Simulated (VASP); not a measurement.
A run of VASP 6.6.1 is set up as follows.

Contents of INCAR:

```
SYSTEM = Si
PREC = Accurate
ENCUT = 520
EDIFF = 1E-7
ISMEAR = 0
SIGMA = 0.03
LREAL = .FALSE.
LASPH = .TRUE.
NELM = 80
ALGO = Normal
ISIF = 2
LWAVE = .FALSE.
LCHARG = .FALSE.
GGA = PS
NBANDS = 26
```

KPOINTS

```
regular mesh
0
G
  10 10 4
  0 0 0
```

Contents of POSCAR:

```
Si
1.0
    0.0000000000      0.0000000000      3.8373624245
    3.3221878745     -3.3221878745     -1.9186812122
    6.6443757490      6.6443757490      0.0000000000
Si
8
Direct
   -0.0073687292      0.0000000000      0.1787304307
    0.5073687292      0.0000000000      0.6787304307
    0.5073687292      0.0000000000      0.3212695693
   -0.0073687292      0.0000000000      0.8212695693
    0.7291229433      0.6425391386      0.0000000000
    0.4134161953      0.6425391386      0.5000000000
    0.0865838047      0.3574608614      0.0000000000
    0.7708770567      0.3574608614      0.5000000000
```

Potentials or basis: VASP PAW PBE potentials, release 64 (Si).

Launch:

```bash
$ cat potpaw_PBE.64/Si/POTCAR > POTCAR
$ mpirun -np 1 vasp_std > vasp.out
```

Question: Predict the band gap on the k mesh.

Answer: Zero (bands 16 and 17 overlap by 0.35 eV).

Question: Predict the largest force.

Answer: 0.578 eV/Å.

Stress tensor (GPa, compression positive):
```
-0.82  0.12  0.00
 0.12 -0.82  0.00
 0.00  0.00 -0.56
```

Caveat: the cell differs from its parent crystal (atoms displaced along a vibrational mode); semilocal functionals underestimate gaps, and a narrow one can read as zero; the PAW data sets were made with another functional, which shifts forces and pressure a little.
